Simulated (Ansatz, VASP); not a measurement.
Two plane-wave programs on ZrPd2N4

File INCAR:

```
SYSTEM = ZrPd2N4
PREC = Accurate ; ENCUT = 520
EDIFF = 1E-7 ; ISMEAR = 0
SIGMA = 0.1 ; LREAL = .FALSE.
LASPH = .TRUE. ; NELM = 150
ALGO = Normal ; ISIF = 2
LWAVE = .FALSE. ; LCHARG = .FALSE.
ISPIN = 2 ; MAGMOM = 0 1 1 0 0 0 0
LORBIT = 11 ; LMAXMIX = 4
GGA = PE ; NBANDS = 39
```

KPOINTS

```
regular mesh
0
G
  4 4 6
  0 0 0
```

File POSCAR:

```
ZrPd2N4
1.0
    5.2404669090      0.0000000000      0.0000000000
    0.0000000000      5.2404669090      0.0000000000
    0.0000000000      0.0000000000      3.0478029303
Zr Pd N
1 2 4
Direct
    0.0000000000      0.0000000000      0.0000000000
    0.5000000000      0.0000000000      0.5000000000
    0.0000000000      0.5000000000      0.5000000000
    0.2332300000      0.2332300000      0.0000000000
    0.7667700000      0.2332300000      0.0000000000
    0.7667700000      0.7667700000      0.0000000000
    0.2332300000      0.7667700000      0.0000000000
```

Input for Ansatz:

```yaml
crystal:
  lattice:
    - [5.240466909, 0.0, 0.0]
    - [0.0, 5.240466909, 0.0]
    - [0.0, 0.0, 3.0478029303]
  atoms:
    - { symbol: Zr, position: [0.0, 0.0, 0.0] }
    - { symbol: Pd, position: [0.5, 0.0, 0.5], spin: 1.0 }
    - { symbol: Pd, position: [0.0, 0.5, 0.5], spin: 1.0 }
    - { symbol: "N", position: [0.23323, 0.23323, 0.0] }
    - { symbol: "N", position: [0.76677, 0.23323, 0.0] }
    - { symbol: "N", position: [0.76677, 0.76677, 0.0] }
    - { symbol: "N", position: [0.23323, 0.76677, 0.0] }
basis:
  ecutwfc: 420
kpoints:
  mp_grid: { grid: [4, 4, 6] }
hamiltonian:
  xc: pbe
scf:
  occupations: { method: gaussian, width: 0.1 }
  lower_state_search: "off"
output:
  forces: true
  stress: true
  eigenvalues: true
  populations: true
magnetization:
  spin_polarized: true
```

Alike in both runs: task single point; functional PBE; k mesh 4 × 4 × 6; occupations gaussian, width 0.1 eV; collinear spin.

```csv
,VASP,Ansatz
version,VASP 6.6.1,Ansatz 0.2.0
potentials or method,"VASP PAW PBE potentials, release 64 (Zr_sv, Pd, N), cutoff 520 eV","scalar-relativistic, plane waves, PAW"
valence electrons in the cell,52,68
```

|  | VASP | Ansatz | Ansatz less VASP |
| --- | --- | --- | --- |
| gap on the k mesh at the Fermi level (eV) | none | none | - |
| rms of the force components (eV/Å) | 4.040 | 3.988 | -0.0515 |
| net moment per atom (μB) | 0.00 | 0.00 | 0.000 |

Atom by atom the forces differ by 0.052 eV/Å (rms over components). A gap of «none» marks a metal or a gap that the smearing closes. VASP's potentials hold 52 valence electrons a cell and Ansatz's 68, so a difference there can come from the potentials and not from the codes. Ansatz's warnings: seeded moment not kept.
